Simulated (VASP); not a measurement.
**ZrSi4Pd: single point with PBE**

Crystal: ZrSi4Pd.

```
CELL_PARAMETERS angstrom
0.00000 3.56508 3.56508
3.56508 0.00000 3.56508
3.56508 3.56508 0.00000
ATOMIC_POSITIONS crystal
Zr 0.25000 0.25000 0.25000
Si 0.62652 0.12044 0.62652
Si 0.62652 0.62652 0.62652
Si 0.12044 0.62652 0.62652
Si 0.62652 0.62652 0.12044
Pd 0.00000 0.00000 0.00000
```

```yaml
Program: VASP 6.6.1
Task: single point
Functional: PBE
Potentials_or_basis: VASP PAW PBE potentials, release 64 (Zr_sv, Si, Pd)
Cutoff: 520 eV
k_mesh: 10 × 10 × 10
Occupations: gaussian, width 0.1 eV
Spin: no spin polarisation
```

| Item | Value |
| --- | --- |
| Pressure | -0.1 GPa |
| Band gap on the k mesh | zero (band 19 reaches 11.21 eV, above the bottom of band 20 at 9.94 eV) |

Levels at points of the mesh, in eV from the Fermi level:
| k point | band 17 | band 18 | band 19 | band 20 | band 21 | band 22 |
| --- | --- | --- | --- | --- | --- | --- |
| (0.00, 0.00, 0.00) | -1.60 | -1.30 | -0.74 | -0.74 | 2.13 | 2.13 |
| (0.50, 0.00, 0.00) | -0.64 | -0.64 | -0.48 | 0.08 | 1.27 | 1.27 |
| (0.50, 0.50, 0.00) | -0.99 | -0.99 | -0.26 | 0.63 | 2.21 | 2.21 |

It took 92 s on 1 thread of Intel(R) Xeon(R) 6975P-C (Granite Rapids), with other jobs on the host, peak memory 0.31 GiB.
